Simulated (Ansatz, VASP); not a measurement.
## One calculation of Ir, two programs

File INCAR:

```
  PREC = Accurate
  ENCUT = 500
  EDIFF = 1E-6
  ISMEAR = 0
  SIGMA = 0.05
  LREAL = F
  LASPH = T
  NELM = 120
  ALGO = Normal
  ISIF = 2
  LWAVE = F
  LCHARG = F
  GGA = CA
  NBANDS = 14
  GGA_COMPAT = F
```

The input KPOINTS:

```
regular mesh
0
Gamma
  18 18 18
```

The input POSCAR:

```
Ir
1.0
    0.0000000000      1.9200000000      1.9200000000
    1.9200000000      0.0000000000      1.9200000000
    1.9200000000      1.9200000000      0.0000000000
Ir
1
Direct
    0.0000000000      0.0000000000      0.0000000000
```

Input for Ansatz:

```yaml
crystal:
  lattice:
    - [0.0, 1.92, 1.92]
    - [1.92, 0.0, 1.92]
    - [1.92, 1.92, 0.0]
  atoms:
    - { symbol: Ir, position: [0.0, 0.0, 0.0] }
basis:
  ecutwfc: 600
  ecutrho_ratio: 5
kpoints:
  mp_grid: { grid: [18, 18, 18] }
hamiltonian:
  xc: lda
scf:
  occupations: { method: gaussian, width: 0.05 }
output:
  forces: true
  stress: true
  eigenvalues: true
```

Alike in both runs: task single point; functional LDA; k mesh 18 × 18 × 18; occupations gaussian, width 0.05 eV; no spin polarisation.

|  | VASP | Ansatz |
| --- | --- | --- |
| version | VASP 6.6.1 | Ansatz 0.2.0 |
| potentials or method | VASP PAW LDA potentials, release 64 (Ir_sv_GW), cutoff 500 eV | scalar-relativistic, plane waves, PAW |
| valence electrons in the cell | 17 | 17 |

|  | VASP | Ansatz | Ansatz less VASP |
| --- | --- | --- | --- |
| pressure (GPa) | -10.5 | -8.8 | +1.74 |

LDA's correlation is that of Perdew and Zunger in VASP and of Perdew and Wang (1992) in Ansatz.

Spin-orbit coupling is off throughout.
